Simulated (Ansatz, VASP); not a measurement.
# One calculation of Re, two programs

The input INCAR:

```
PREC = Accurate
ENCUT = 520
EDIFF = 1E-7
ISMEAR = -1
SIGMA = 0.1
LREAL = F
LASPH = T
NELM = 100
ALGO = Normal
ISIF = 2
LWAVE = F
LCHARG = F
GGA = PS
NBANDS = 10
```

The input KPOINTS:

```
Automatic mesh
0
Gamma
  15 15 15
```

POSCAR

```
Re
1.0
    2.2440570400      0.0000000000      0.0000000000
    0.0000000000      2.2440570400      0.0000000000
    0.0000000000      0.0000000000      2.2440570400
Re
1
Direct
    0.0000000000      0.0000000000      0.0000000000
```

Input for Ansatz:

```yaml
crystal:
  lattice:
    - [2.24405704, 0.0, 0.0]
    - [0.0, 2.24405704, 0.0]
    - [0.0, 0.0, 2.24405704]
  atoms:
    - { symbol: Re, position: [0.0, 0.0, 0.0] }
kpoints:
  mp_grid: { grid: [15, 15, 15] }
scf:
  occupations: { method: fermi_dirac, width: 0.1 }
hamiltonian:
  xc: pbesol
  pseudopotentials: { kind: paw }
output:
  forces: true
  stress: true
  eigenvalues: true
  populations: true
  write_density: true
  write_potential: true
  elf: true
  volumetric_format: npy
```

Change from the starting cell: volume scaled by 0.68, PAW files.

Alike in both runs: task single point; functional PBEsol; k mesh 15 × 15 × 15; occupations fermi-dirac, width 0.1 eV; no spin polarisation.

```csv
,VASP,Ansatz
version,VASP 6.6.1,Ansatz 0.2.0
potentials or method,"VASP PAW PBE potentials, release 64 (Re)","PAW with Ansatz's default frozen-core files, scalar-relativistic"
plane-wave cutoff (eV),520,420
valence electrons in the cell,7,15
```

VASP gave:

- pressure (GPa): 242.4

Task: Estimate Ansatz's values.

Result: Pressure (GPa): 248.2.

VASP's potentials were made for PBE, not for PBEsol. Both programs put the cell under a high pressure, so it lies far from rest at this level. VASP's potentials hold 7 valence electrons a cell and Ansatz's 15, so a difference there can come from the potentials and not from the codes.

Spin-orbit coupling is off throughout. Noted on VASP's run: the cell as given lies far from equilibrium.
